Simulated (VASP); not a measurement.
The system is Ag.

```xyz
1
Lattice="0.0000 2.0300 2.0300 2.0300 0.0000 2.0300 2.0300 2.0300 0.0000" Properties=species:S:1:pos:R:3 pbc="T T T"
Ag    0.0000    0.0000    0.0000
```

| Quantity | Value |
| --- | --- |
| Program | VASP 6.6.1 |
| Task | relaxation of cell and atoms |
| Functional | PBEsol |
| Dispersion | D4 |
| Potentials or basis | VASP PAW PBE potentials, release 64 (Ag) |
| Cutoff | 500 eV |
| k mesh | 18 × 18 × 18 |
| Occupations | gaussian, width 0.1 eV |
| Spin | no spin polarisation |

At the start: pressure -3.7 GPa; volume 16.73 Å³/atom.

**Question.** How do energy, volume and symmetry change on relaxing?

**Answer.** Over 3 steps the energy falls by 6.0 meV/atom and the volume is 16.23 Å³/atom (-3.0 %); space group Fm-3m (No. 225, to 0.1 Å) before and after.

The path:
```
step  energy change (eV)  largest force (eV/Å)  pressure (GPa)  volume (Å³)
   1              0.0000                0.0000           -3.67        16.73
   2             -0.0016                0.0000            3.57        15.82
   3             -0.0060                0.0000           -0.01        16.23
```

Final structure:
```
Ag
1.0
     0.00000    2.00946    2.00946
     2.00946    0.00000    2.00946
     2.00946    2.00946    0.00000
Ag
1
Cartesian
  0.0000 0.0000 0.0000
```

Caveat: the PAW data sets were made with another functional, which shifts forces and pressure a little.
